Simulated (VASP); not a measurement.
A run of VASP 6.6.1 is set up as follows.

File INCAR:

```
PREC     = Accurate       # precision mode
ENCUT    = 520            # plane-wave cutoff, eV
EDIFF    = 1E-6           # SCF threshold, eV
ISMEAR   = 0              # smearing method
SIGMA    = 0.1            # smearing width, eV
LREAL    = False          # projectors in reciprocal space
LASPH    = True           # aspherical terms in the spheres
NELM     = 80             # most SCF steps
ALGO     = Normal         # electronic algorithm
ISIF     = 2              # what is computed and relaxed
LWAVE    = False          # write WAVECAR
LCHARG   = False          # write CHGCAR
GGA      = PE             # functional
NBANDS   = 31             # bands
```

Contents of KPOINTS:

```
regular mesh
0
Gamma
  3 3 4
```

The input POSCAR:

```
Ba3HfO
1.0
    8.0366588235     -0.0000000038      0.0000000000
   -4.0183294085      6.9599507046      0.0000000000
    0.0000000000      0.0000000000      3.9951006658
Ba Hf O
3 1 1
Direct
    0.5000000000      0.0000000000      0.0000000000
    0.0000000000      0.5000000000      0.0000000000
    0.5000000000      0.5000000000      0.0000000000
    0.0000000000      0.0000000000      0.0000000000
    0.0000000000      0.0000000000      0.5000000000
```

Potentials or basis: VASP PAW PBE potentials, release 64 (Ba_sv, Hf_pv, O).

Run with:

```bash
$ cat potpaw_PBE.64/Ba_sv/POTCAR potpaw_PBE.64/Hf_pv/POTCAR potpaw_PBE.64/O/POTCAR > POTCAR
$ mpirun -np 1 vasp_std > vasp.out
```

Task: Predict the pressure.

Result: -0.3 GPa.

Task: Estimate the band gap on the k mesh.

Result: Zero (band 23 reaches 2.37 eV, above the bottom of band 24 at 1.74 eV).

Stress tensor (GPa, compression positive):
```
-0.20  0.00  0.00
 0.00 -0.20  0.00
 0.00  0.00 -0.43
```

Caveat: the k points lie up to 0.39 Å⁻¹ apart; spin-orbit coupling is left out, which moves the levels of the heavy elements.
